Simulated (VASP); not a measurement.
Rh: single point with PBE

Crystal: Rh.

```
CELL_PARAMETERS angstrom
-0.03933 1.88309 1.96246
1.90193 0.03281 1.89032
1.92465 1.83367 0.01009
ATOMIC_POSITIONS crystal
Rh 0.00477 0.00350 0.99418
```

```yaml
Program: VASP 6.6.1
Task: single point
Functional: PBE
Potentials_or_basis: VASP PAW PBE potentials, release 64 (Rh_pv)
Cutoff: 520 eV
k_mesh: 19 × 20 × 20
Occupations: gaussian, width 0.05 eV
Spin: no spin polarisation
Dipole_correction: no
Further_INCAR_settings: ALGO = Fast; EDIFF = 1e-06; NBANDS = 14
```

```yaml
Pressure: 8.6 GPa
Band_gap_on_the_k_mesh: zero (an odd number of electrons rules out a gap without spin polarisation)
```

Stress tensor (GPa, compression positive):
```
 3.72  1.79  5.51
 1.79 15.54 -9.79
 5.51 -9.79  6.40
```

Levels at points of the mesh, in eV from the Fermi level:
```tsv
k point	band 4	band 5	band 6	band 7	band 8	band 9	band 10	band 11
(0.00, 0.00, 0.00)	-7.98	-3.50	-3.15	-2.65	-1.24	-0.67	16.00	20.43
(0.00, 0.50, 0.00)	-6.15	-3.61	-2.83	0.51	0.84	1.11	9.26	15.19
(0.00, 0.00, 0.50)	-6.15	-3.31	-3.01	0.24	0.87	0.91	8.93	15.45
(0.00, 0.50, 0.50)	-6.35	-5.96	0.52	0.86	1.18	2.91	11.87	12.87
```

Wall time 8.7 min on 1 thread of Oxide Virtual Turin-like Processor (shared host), peak memory 0.66 GiB.

Caveat: the stress differs along the axes, from 4 to 16 GPa.
